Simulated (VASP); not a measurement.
A run of VASP 6.6.1 is set up as follows.

File INCAR:

```
PREC = Accurate
ENCUT = 600
EDIFF = 1E-6
ISMEAR = -4
SIGMA = 0.1
LREAL = F
LASPH = T
NELM = 120
ALGO = Normal
ISIF = 2
LWAVE = F
LCHARG = F
GGA = PE
NBANDS = 16
GGA_COMPAT = F
```

Contents of KPOINTS:

```
regular mesh
0
Gamma
  6 6 2
```

POSCAR

```
MgS
1.0
    4.0346224068      0.0000000000      0.0000000000
   -2.0173112034      3.4940854990      0.0000000000
    0.0000000000      0.0000000000      6.4322941800
Mg S
2 2
Direct
    0.6666666667      0.3333333333      0.4957548500
    0.3333333333      0.6666666667      0.9957548500
    0.3333333333      0.6666666667      0.3792441500
    0.6666666667      0.3333333333      0.8792441500
```

Potentials or basis: VASP PAW PBE potentials, release 64 (Mg, S).

Launch:

```console
$ cat potpaw_PBE.64/Mg/POTCAR potpaw_PBE.64/S/POTCAR > POTCAR
$ mpirun -np 1 vasp_std > vasp.out
```

**Question.** What does it give for the band gap on the k mesh?

**Answer.** 3.43 eV.

**Question.** Estimate the largest force.

**Answer.** 0.049 eV/Å.

**Question.** Predict the pressure.

**Answer.** 0.9 GPa.

Stress tensor (GPa, compression positive):
```
1.02 0.00 0.00
0.00 1.02 0.00
0.00 0.00 0.77
```

Caveat: the k points lie up to 0.49 Å⁻¹ apart.
